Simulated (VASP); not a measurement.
# SnTeO (P-6m2) in VASP: single point with PBE

Aim: the single point of SnTeO with PBE.

All numbers are computed with VASP 6.6.1; they aren't measurements. Logs are shortened: lines on timing, memory, paths and dates and some standing lists are left out, and cuts for length are marked.

**1. The cell of the first run**

The structure is hexagonal, space group P-6m2 (No. 187). Conventional cell: a = 4.915 Å, b = 4.915 Å, c = 3.233 Å, α = 90.00°, β = 90.00°, γ = 120.00°. Within 3.7 Å of Sn (site symmetry -6m2) lie 3 Te at 2.84 Å and 2 Sn at 3.23 Å and 6 O at 3.27 Å. Within 3.7 Å of Te (site symmetry -6m2) lie 3 Sn at 2.84 Å and 2 Te at 3.23 Å and 6 O at 3.27 Å. O (site symmetry -6m2) has 2 O at 3.23 Å and 6 Sn at 3.27 Å and 6 Te at 3.27 Å within 4.3 Å.

The cell was built from a structure type or drawn by symmetry, and may not be a known phase.

**2. Single point, PBE**

INCAR

```
ALGO = Normal
EDIFF = 1E-7
ENCUT = 520
GGA = PE
ISIF = 2
ISMEAR = 0
LASPH = True
LCHARG = False
LREAL = False
LWAVE = False
NBANDS = 20
NELM = 100
PREC = Accurate
SIGMA = 0.1
```

KPOINTS

```
k-points
0
Gamma
  6 6 6
```

POSCAR

```
SnTeO
1.0
    4.9148485300      0.0000000000      0.0000000000
   -2.4574242600      4.2563836800      0.0000000000
    0.0000000000      0.0000000000      3.2330743900
Sn Te O
1 1 1
Direct
    0.0000000000      0.0000000000      0.0000000000
    0.6666666700      0.3333333300      0.0000000000
    0.3333333300      0.6666666700      0.5000000000
```

Potentials or basis: VASP PAW PBE potentials, release 64 (Sn_d, Te, O).

On the command line:

```sh
$ cat potpaw_PBE.64/Sn_d/POTCAR potpaw_PBE.64/Te/POTCAR potpaw_PBE.64/O/POTCAR > POTCAR
$ mpirun -np 1 vasp_std > vasp.out
```

OUTCAR:

```text
EDIFF = 1E-7
   ENCUT = 520
   GGA = PE
   ISIF = 2
   ISMEAR = 0
   LASPH = True
   LREAL = False
   NELM = 100
   PREC = Accurate

 ion  position               nearest neighbor table
   1  0.000  0.000  0.000-   2 2.84   2 2.84   2 2.84
   2  0.667  0.333  0.000-   1 2.84   1 2.84   1 2.84
   3  0.333  0.667  0.500-

  LATTYP: Found a hexagonal cell.
 ALAT       =     4.9148485300
 C/A-ratio  =     0.6578177069

  Lattice vectors:

 A1 = (   4.9148485300,   0.0000000000,   0.0000000000)
 A2 = (  -2.4574242600,   4.2563836800,   0.0000000000)
 A3 = (   0.0000000000,   0.0000000000,   3.2330743900)

Analysis of symmetry for initial positions (statically):
=====================================================================
 Subroutine PRICEL returns:
 Original cell was already a primitive cell.

 Routine SETGRP: Setting up the symmetry group for a
 hexagonal supercell.

 Subroutine GETGRP returns: Found 12 space group operations
 (whereof 12 operations were pure point group operations)
 out of a pool of 24 trial point group operations.

The static configuration has the point symmetry D_3h.

Analysis of symmetry for dynamics (positions and initial velocities):
=====================================================================
 Subroutine PRICEL returns:
 Original cell was already a primitive cell.

 Routine SETGRP: Setting up the symmetry group for a
 hexagonal supercell.

 Subroutine GETGRP returns: Found 12 space group operations
 (whereof 12 operations were pure point group operations)
 out of a pool of 24 trial point group operations.

The dynamic configuration has the point symmetry D_3h.

 Subroutine INISYM returns: Found 12 space group operations
 (whereof 12 operations are pure point group operations),
 and found     1 'primitive' translations

----------------------------------------------------------------------------------------

                                     Primitive cell

  volume of cell :      67.6342

  direct lattice vectors                    reciprocal lattice vectors
     4.914848530  0.000000000  0.000000000     0.203465070  0.117470613  0.000000000
    -2.457424260  4.256383680  0.000000000     0.000000000  0.234941226  0.000000000
     0.000000000  0.000000000  3.233074390     0.000000000  0.000000000  0.309303121

  length of vectors
     4.914848530  4.914848525  3.233074390     0.234941226  0.234941226  0.309303121

  position of ions in fractional coordinates (direct lattice)
     0.000000000  0.000000000  0.000000000
     0.666666670  0.333333330  0.000000000
     0.333333330  0.666666670  0.500000000

  ion indices of the primitive-cell ions
   primitive index   ion index
                 1           1
                 2           2
                 3           3

----------------------------------------------------------------------------------------

 KPOINTS: k-points

Automatic generation of k-mesh.
 Grid dimensions read from file:
 generate k-points for:    6    6    6

 Generating k-lattice:

  Cartesian coordinates                     Fractional coordinates (reciprocal lattice)
     0.033910845  0.019578435  0.000000000     0.166666667 -0.000000000  0.000000000
     0.000000000  0.039156871  0.000000000     0.000000000  0.166666667  0.000000000
     0.000000000  0.000000000  0.051550520     0.000000000  0.000000000  0.166666667

  Length of vectors
     0.039156871  0.039156871  0.051550520

  Shift w.r.t. Gamma in fractional coordinates (k-lattice)
     0.000000000  0.000000000  0.000000000

 Subroutine IBZKPT returns following result:
 ===========================================

 Found     28 irreducible k-points:

 Following reciprocal coordinates:
            Coordinates               Weight
  0.000000  0.000000  0.000000      1.000000
  0.166667 -0.000000  0.000000      6.000000
  0.333333 -0.000000  0.000000      6.000000
  0.500000  0.000000  0.000000      3.000000
  0.166667  0.166667  0.000000      6.000000
  0.333333  0.166667  0.000000     12.000000
[... 16 lines left out ...]
  0.166667 -0.000000  0.500000      6.000000
  0.333333 -0.000000  0.500000      6.000000
 [... further k-points ...]
   k-points           NKPTS =     28   k-points in BZ     NKDIM =     28   number of bands    NBANDS=     20
   number of dos      NEDOS =    301   number of ions     NIONS =      3
   total plane-waves  NPLWV =  38400
   dimension x,y,z NGX =    40 NGY =   40 NGZ =   24
   dimension x,y,z NGXF=    80 NGYF=   80 NGZF=   48
   ions per type =               1   1   1
   NGX,Y,Z   is equivalent  to a cutoff of  13.53, 13.53, 12.34 a.u.
   NGXF,Y,Z  is equivalent  to a cutoff of  27.06, 27.06, 24.68 a.u.
 SYSTEM =  unknown system
   PREC   = accura    normal or accurate (medium, high low for compatibility)
   ISTART =      0    job   : 0-new  1-cont  2-samecut
   ICHARG =      2    charge: 1-file 2-atom 10-const
   ISPIN  =      1    spin polarized calculation?
   LNONCOLLINEAR =      F non collinear calculations
   LSORBIT =      F    spin-orbit coupling
   LASPH  =      T    aspherical Exc in radial PAW
   ENCUT  =  520.0 eV  38.22 Ry    6.18 a.u.   9.14  9.14  6.01*2*pi/ulx,y,z
   NELM   =    100;   NELMIN=  2; NELMDL= -5     # of ELM steps
   EDIFF  = 0.1E-06   stopping-criterion for ELM
   LREAL  =      F    real-space projection
   EDIFFG = 0.1E-05   stopping-criterion for IOM
   NSW    =      0    number of steps for IOM
   IBRION =     -1    ionic relax: 0-MD 1-quasi-New 2-CG
   NFREE  =      0    steps in history (QN), initial steepest desc. (CG)
   ISIF   =      2    stress and relaxation
   ISYM   =      2    0-nonsym 1-usesym 2-fastsym
   POTIM  = 0.5000    time-step for ionic-motion
   TEBEG  =    0.0;   TEEND  =   0.0 temperature during run
   PSTRESS=    0.0 pullay stress
   NELECT =      26.0000    total number of electrons
   NUPDOWN=      -1.0000    fix difference up-down
   EMIN   =  10.00;   EMAX   =-10.00  energy-range for DOS
   EFERMI =   0.00;   METHOD = LEGACY
   ISMEAR =     0;   SIGMA  =   0.10  broadening in eV -4-tet -1-fermi 0-gaus
   EFERMI_NEDOS =   21; number of points for ismear=-14 and -15
   IALGO  =     38    algorithm
   IMIX   =      4    mixing-type and parameters
     AMIX     =   0.40;   BMIX     =  1.00
     AMIX_MAG =   1.60;   BMIX_MAG =  1.00
  volume/ion in A,a.u.               =      22.54       152.14
  Fermi-wavevector in a.u.,A,eV,Ry     =   1.190357  2.249448 19.278759  1.416949
  Thomas-Fermi vector in A             =   2.326443
   LORBIT       =      0    0 simple, 1 ext, 2 COOP (PROOUT), +10 PAW based schemes
   GGA     = PE    functional components
   LHFCALC =     F    Hartree Fock is set to
   AEXX    =    0.0000 exact exchange contribution
   IVDW    =     0    specifies the selected vdW correction
   LEPSILON=     F    determine dielectric tensor
   LRPA    =     F    only Hartree local field effects (RPA)
 non-spin polarized calculation
 Gauss-broadening in eV      SIGMA  =   0.10
  energy-cutoff  :      520.00
  volume of cell :       67.63
 maximum number of plane-waves:      1840
 NGX is ok and might be reduce to    40
   NGX = 19   NGY = 19   NGZ = 13

 number of electron      26.0000005 magnetization

 Free energy of the ion-electron system (eV)
  ---------------------------------------------------
  ext. energy  EPLUGINS =         0.00000000
  ---------------------------------------------------
  free energy    TOTEN  =       -10.62488040 eV

  energy without entropy =      -10.61130572  energy(sigma->0) =      -10.61809306

 E-fermi :   5.9350     XC(G=0):  -9.9932

 val. band max:        5.9232274193   @ k =   0.3333  -0.0000   0.0000
 cond. band min:       5.9461721002   @ k =   0.1667   0.1667   0.0000
 fundamental gap:      0.0229446810
 Fermi energy:         5.9350084057

 k-point     1 :       0.0000    0.0000    0.0000
  band No.  band energies     occupation
      1     -15.7057      2.00000
      2     -15.5963      2.00000
      3     -15.5963      2.00000
      4     -15.5276      2.00000
      5     -15.5276      2.00000
      6      -9.7997      2.00000
[... 12 lines left out ...]
     19      15.4949      0.00000
     20      18.6665      0.00000

 k-point     2 :       0.1667   -0.0000    0.0000
  band No.  band energies     occupation
      1     -15.7043      2.00000
      2     -15.5978      2.00000
      3     -15.5947      2.00000
      4     -15.5279      2.00000
      5     -15.5276      2.00000
      6      -9.7624      2.00000
[... 12 lines left out ...]
     19      16.1221      0.00000
     20      17.6661      0.00000

 k-point     3 :       0.3333   -0.0000    0.0000
  band No.  band energies     occupation
      1     -15.7014      2.00000
      2     -15.6006      2.00000
      3     -15.5912      2.00000
      4     -15.5284      2.00000
      5     -15.5277      2.00000
      6      -9.6859      2.00000
[... 12 lines left out ...]
     19      15.5157      0.00000
     20      16.2740      0.00000

 k-point     4 :       0.5000    0.0000    0.0000
  band No.  band energies     occupation
      1     -15.7000      2.00000
      2     -15.6020      2.00000
      3     -15.5895      2.00000
      4     -15.5286      2.00000
      5     -15.5277      2.00000
      6      -9.6469      2.00000
[... 12 lines left out ...]
     19      13.9663      0.00000
     20      15.1804      0.00000

 k-point     5 :       0.1667    0.1667    0.0000
  band No.  band energies     occupation
      1     -15.7021      2.00000
      2     -15.5998      2.00000
      3     -15.5922      2.00000
      4     -15.5282      2.00000
      5     -15.5277      2.00000
      6      -9.7054      2.00000
[... 12 lines left out ...]
     19      15.6047      0.00000
     20      16.8295      0.00000
[... 353 lines left out ...]
      6      -9.4718      2.00000
[... 12 lines left out ...]
     19      14.1520      0.00000
     20      15.7675      0.00000

 k-point    22 :       0.0000    0.0000    0.5000
  band No.  band energies     occupation
      1     -15.5949      2.00000
      2     -15.5949      2.00000
      3     -15.5883      2.00000
      4     -15.5883      2.00000
      5     -15.5055      2.00000
      6      -9.4504      2.00000
[... 12 lines left out ...]
     19      11.2928      0.00000
     20      16.5051      0.00000

 k-point    23 :       0.1667   -0.0000    0.5000
  band No.  band energies     occupation
      1     -15.5957      2.00000
      2     -15.5950      2.00000
      3     -15.5894      2.00000
      4     -15.5868      2.00000
      5     -15.5035      2.00000
      6      -9.4431      2.00000
[... 12 lines left out ...]
     19      12.0236      0.00000
     20      15.8994      0.00000

 k-point    24 :       0.3333   -0.0000    0.5000
  band No.  band energies     occupation
      1     -15.5973      2.00000
      2     -15.5952      2.00000
      3     -15.5915      2.00000
      4     -15.5837      2.00000
      5     -15.4996      2.00000
      6      -9.4284      2.00000
[... 12 lines left out ...]
     19      12.8401      0.00000
     20      15.9005      0.00000

 [... further k-points ...]

------------------------ aborting loop because EDIFF is reached ----------------------------------------

  FORCE on cell =-STRESS in cart. coord.  units (eV):
  Direction    XX          YY          ZZ          XY          YZ          ZX
  --------------------------------------------------------------------------------------
  -------------------------------------------------------------------------------------
  Total       -0.8185025     -0.8185025     -1.7824462     -0.0000000     -0.0000000      0.0000000
  in kB      -19.3893819    -19.3893819    -42.2241008     -0.0000000     -0.0000000      0.0000000
  external PRESSURE =     -27.0009549 kB  Pullay stress =       0.0000000 kB

 VOLUME and BASIS-vectors are now :
 -----------------------------------------------------------------------------
  energy-cutoff  :      520.00
  volume of cell :       67.63
      direct lattice vectors                 reciprocal lattice vectors
     4.914848530  0.000000000  0.000000000     0.203465070  0.117470613  0.000000000
    -2.457424260  4.256383680  0.000000000     0.000000000  0.234941226  0.000000000
     0.000000000  0.000000000  3.233074390     0.000000000  0.000000000  0.309303121

 POSITION                                       TOTAL-FORCE (eV/Angst)
 -----------------------------------------------------------------------------------
      0.00000      0.00000      0.00000         0.000000     -0.000000      0.000000
      2.45742      1.41879      0.00000        -0.000000     -0.000000      0.000000
     -0.00000      2.83759      1.61654         0.000000      0.000000      0.000000
 -----------------------------------------------------------------------------------
    total drift:                                0.000026     -0.000015     -0.000000

  FREE ENERGIE OF THE ION-ELECTRON SYSTEM (eV)
  ---------------------------------------------------
  free  energy   TOTEN  =       -10.6248804028 eV

  energy  without entropy=      -10.6113057230  energy(sigma->0) =      -10.61809306
```

Run time: 35 s. Hardware: 1 thread of Intel Xeon Platinum 8488C (Sapphire Rapids), shared host; peak memory 0.21 GiB.

What came out:

| Property | Result |
| --- | --- |
| Free energy | -10.6249 eV |
| Pressure | -2.7 GPa |
| Band gap on the k mesh | zero (bands 13 and 14 overlap by 1.79 eV) |

Levels at points of the mesh, in eV from the Fermi level:
```
           k point  band 9  band 10  band 11  band 12  band 13  band 14  band 15  band 16  band 17  band 18
(0.00, 0.00, 0.00)   -3.54    -3.54    -1.88    -1.88    -0.41     2.06     3.49     3.49     6.69     7.89
(0.50, 0.00, 0.00)   -4.66    -1.21    -0.58    -0.20    -0.17     2.14     3.79     4.52     6.33     7.84
(0.00, 0.00, 0.50)   -3.34    -2.13    -2.13    -1.05    -1.05    -0.97    -0.21     3.16     3.16     5.36
(0.50, 0.00, 0.50)   -4.80    -2.82    -2.18    -1.90    -1.18     0.23     1.57     5.70     5.84     6.31
```

Caveat: spin-orbit coupling is left out, which moves the levels of the heavy elements.
